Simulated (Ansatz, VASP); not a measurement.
## One calculation of V, two programs

File INCAR:

```
PREC = Accurate ; ENCUT = 520
EDIFF = 1E-6 ; ISMEAR = -1
SIGMA = 0.05 ; LREAL = F
LASPH = T ; NELM = 150
ALGO = Normal ; ISIF = 2
LWAVE = F ; LCHARG = T
ISPIN = 2 ; MAGMOM = 1
LORBIT = 11 ; LMAXMIX = 4
LELF = T ; LVHAR = T
NBANDS = 16
```

File KPOINTS:

```
Automatic mesh
0
Gamma
  25 25 25
```

The input POSCAR:

```
V
1.0
   -1.5194440676      1.5194440676      1.5194440676
    1.5194440676     -1.5194440676      1.5194440676
    1.5194440676      1.5194440676     -1.5194440676
V
1
Direct
    0.0000000000      0.0000000000      0.0000000000
```

Input for Ansatz:

```yaml
crystal:
  lattice:
    - [-1.5194440676, 1.5194440676, 1.5194440676]
    - [1.5194440676, -1.5194440676, 1.5194440676]
    - [1.5194440676, 1.5194440676, -1.5194440676]
  atoms:
    - { symbol: V, position: [0.0, 0.0, 0.0], spin: 1.0 }
hamiltonian:
  xc: lda
  pseudopotentials:
    kind: paw
    azcp:
      V: "pseudopotentials/V.paw.azcp"
basis:
  ecutwfc: 420
  fft_grid_basis: typed
kpoints:
  mp_grid: { grid: [25, 25, 25], shift: [0, 0, 0] }
magnetization:
  spin_polarized: true
scf:
  occupations: { method: fermi_dirac, width: 0.05 }
output:
  stress: true
```

Alike in both runs: task single point; functional LDA; k mesh 25 × 25 × 25; occupations fermi-dirac, width 0.05 eV; collinear spin.

|  | VASP | Ansatz |
| --- | --- | --- |
| version | VASP 6.6.1 | Ansatz 0.2.0 |
| potentials or method | VASP PAW LDA potentials, release 64 (V_sv), cutoff 520 eV | plane waves (420 eV) with PAW, scalar-relativistic |
| valence electrons in the cell | 13 | 13 |

|  | VASP | Ansatz | Ansatz less VASP |
| --- | --- | --- | --- |
| pressure (GPa) | -18.8 | -19.2 | -0.35 |
| net moment per atom (μB) | 0.00 | 0.00 | -0.001 |

Ansatz warns that its potentials were made for another functional, while VASP's fit it. LDA's correlation is that of Perdew and Zunger in VASP and of Perdew and Wang (1992) in Ansatz. Ansatz's warnings: seeded moment not kept.
